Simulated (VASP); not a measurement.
Input of a VASP 6.6.1 run:

Contents of INCAR:

```
  ALGO = Fast
  EDIFF = 1E-6
  ENCUT = 520
  GGA = PE
  ISIF = 2
  ISMEAR = 0
  LASPH = T
  LCHARG = F
  LREAL = F
  LWAVE = F
  NBANDS = 44
  NELM = 60
  PREC = Accurate
  SIGMA = 0.1
```

File KPOINTS:

```
k-points
0
Gamma
  6 6 2
```

The input POSCAR:

```
Ta5W
1.0
    1.6420688000     -2.3373957000      0.0000000000
    1.6420688000      2.3373957000      0.0000000000
    0.0000000000      0.0000000000     13.9541769000
Ta W
5 1
Direct
    0.0000000000      0.0000000000      0.1603900000
    0.5000000000      0.5000000000      0.3301450000
    0.0000000000      0.0000000000      0.5000000000
    0.5000000000      0.5000000000      0.6698550000
    0.0000000000      0.0000000000      0.8396100000
    0.5000000000      0.5000000000      0.0000000000
```

Potentials or basis: VASP PAW PBE potentials, release 64 (Ta_pv, W_sv).

Run with:

```console
$ cat potpaw_PBE.64/Ta_pv/POTCAR potpaw_PBE.64/W_sv/POTCAR > POTCAR
$ mpirun -np 1 vasp_std > vasp.out
```

(1) What does it give for the pressure?

(2) Predict the largest force.

Results:

(1) 0.7 GPa.

(2) 0.117 eV/Å.

Caveat: the k points lie up to 0.39 Å⁻¹ apart.
